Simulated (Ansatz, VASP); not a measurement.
**Sn in VASP and in Ansatz**

The input INCAR:

```
PREC = Accurate
ENCUT = 520
EDIFF = 1E-6
ISMEAR = -1
SIGMA = 0.02
LREAL = F
LASPH = T
NELM = 80
ALGO = Normal
ISIF = 2
LWAVE = F
LCHARG = F
GGA = PE
NBANDS = 21
```

KPOINTS

```
Automatic mesh
0
Gamma
  6 6 6
```

The input POSCAR:

```
Sn
1.0
    0.0000000000      3.3606719069      3.3606719069
    3.3606719069      0.0000000000      3.3606719069
    3.3606719069      3.3606719069      0.0000000000
Sn
2
Direct
    0.0000000000      0.0000000000      0.0000000000
    0.2500000000      0.2500000000      0.2500000000
```

Input for Ansatz:

```yaml
crystal:
  lattice:
    - [0.0, 3.3606719069, 3.3606719069]
    - [3.3606719069, 0.0, 3.3606719069]
    - [3.3606719069, 3.3606719069, 0.0]
  atoms:
    - { symbol: Sn, position: [0.0, 0.0, 0.0] }
    - { symbol: Sn, position: [0.25, 0.25, 0.25] }
kpoints:
  mp_grid: { grid: [6, 6, 6] }
hamiltonian:
  xc: pbe
scf:
  occupations: { method: fermi_dirac, width: 0.02 }
  n_extra_bands: 4
output:
  forces: true
  stress: true
  eigenvalues: true
```

Alike in both runs: task single point; functional PBE; k mesh 6 × 6 × 6; occupations fermi-dirac, width 0.02 eV; no spin polarisation.

|  | VASP | Ansatz |
| --- | --- | --- |
| version | VASP 6.6.1 | Ansatz 0.2.0 |
| potentials or method | VASP PAW PBE potentials, release 64 (Sn_d) | plane waves, PAW |
| plane-wave cutoff (eV) | 520 | 420 |
| valence electrons in the cell | 28 | 28 |

```csv
,VASP,Ansatz,Ansatz less VASP
pressure (GPa),-1.0,-1.0,+0.05
```
